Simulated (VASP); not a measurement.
Runs of VASP 6.6.1 on BaTiO3. Symmetry: Pm-3m, No. 221, cubic system. Conventional cell: a = 4.006 Å, b = 4.006 Å, c = 4.006 Å, α = 90.00°, β = 90.00°, γ = 90.00°. Within 3.7 Å of Ba (site symmetry m-3m) lie 12 O at 2.83 Å and 8 Ti at 3.47 Å. Within 2.7 Å of Ti (site symmetry m-3m) lie 6 O at 2.00 Å. O (site symmetry 4/mmm) has 2 Ti at 2.00 Å within 2.7 Å. 

```tsv
potentials or basis	k mesh	cutoff (eV)	second run	gap on the mesh (eV)	pressure (GPa)
VASP PAW PBE potentials, release 64 (Ba_sv, Ti_sv, O_h)	7 × 7 × 7	910	hard_potentials	1.76	-3.1
VASP PAW PBE potentials, release 64 (Ba_sv, Ti_sv, O_h)	5 × 5 × 5	910	hard_potentials	1.81	-3.1
VASP PAW PBE potentials, release 64 (Ba_sv, Ti_sv, O_h)	4 × 4 × 4	910	hard_potentials	1.68	-3.1
VASP PAW PBE potentials, release 64 (Ba_sv, Ti_sv, O)	3 × 3 × 3	520	-	1.76	-2.5
VASP PAW PBE potentials, release 64 (Ba_sv, Ti_sv, O)	7 × 7 × 7	520	-	1.76	(a)
```

Alike in all rows: task single point; level PBEsol; no spin polarisation; cell as given; smearing gaussian 0.01 eV.

Task: Fill in the values left out.

Result: (a) -2.8.

Caveats: some runs use coarse meshes; the PAW data sets were made with another functional, which shifts forces and pressure a little; spin-orbit coupling is left out, which moves the levels of the heavy elements; the cutoff is under 1.25 times the usual one of these potentials, so pressure, stress and relaxed cells hold a basis-set (Pulay) error (some runs).

A k mesh can miss the band edges, and the runs leave out spin-orbit coupling on Ba.
